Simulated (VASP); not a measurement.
Wanted: the native input for a VASP 6.6.1 run.

- Task: single point
- Functional: PBE
- Potentials or basis: VASP PAW PBE potentials, release 64 (K_sv, Ta_sv_GW, O)
- Cutoff: 700 eV
- k mesh: 8 × 8 × 8
- Occupations: gaussian, width 0.05 eV
- Spin: non-collinear spin, zero start, spin-orbit coupling
- Starting moments: [[0.0, 0.0, 0.0], [0.0, 0.0, 0.0], [0.0, 0.0, 0.0], [0.0, 0.0, 0.0], [0.0, 0.0, 0.0]] μB
- Dipole correction: no
- Further INCAR settings: ALGO = Normal; EDIFF = 1e-06; NBANDS = 55

The structure of KTaO3 lies in POSCAR:

```
KTaO3
1.0
    4.0244030898      0.0000000000      0.0000000000
    0.0000000000      4.0244030898      0.0000000000
    0.0000000000      0.0000000000      4.0244030898
K Ta O
1 1 3
Direct
    0.0000000000      0.0000000000      0.0000000000
    0.5000000000      0.5000000000      0.5000000000
    0.0000000000      0.5000000000      0.5000000000
    0.5000000000      0.5000000000      0.0000000000
    0.5000000000      0.0000000000      0.5000000000
```

One way to write it, as run:

INCAR

```
  ALGO = Normal
  EDIFF = 1E-6
  ENCUT = 700
  GGA = PE
  GGA_COMPAT = F
  ISIF = 2
  ISMEAR = 0
  LASPH = T
  LCHARG = F
  LMAXMIX = 4
  LNONCOLLINEAR = T
  LORBIT = 11
  LORBMOM = T
  LREAL = F
  LSORBIT = T
  LWAVE = F
  MAGMOM = 0 0 0 0 0 0 0 0 0 0 0 0 0 0 0
  NBANDS = 55
  NELM = 200
  PREC = Accurate
  SIGMA = 0.05
```

KPOINTS

```
k-points
0
Gamma
  8 8 8
```

Potentials or basis: VASP PAW PBE potentials, release 64 (K_sv, Ta_sv_GW, O).

Launch:

```bash
$ cat potpaw_PBE.64/K_sv/POTCAR potpaw_PBE.64/Ta_sv_GW/POTCAR potpaw_PBE.64/O/POTCAR > POTCAR
$ mpirun -np 1 vasp_ncl > vasp.out
```

It gave:

The pressure is 0.1 GPa, the net moment is 0.00 μB per cell and the valence electrons inside the program's atomic spheres are K 7.61; Ta 11.43; O 5.07.

It took 6.3 min on 1 thread of Intel(R) Xeon(R) Platinum 8488C (Sapphire Rapids), with other jobs on the host, peak memory 0.58 GiB.
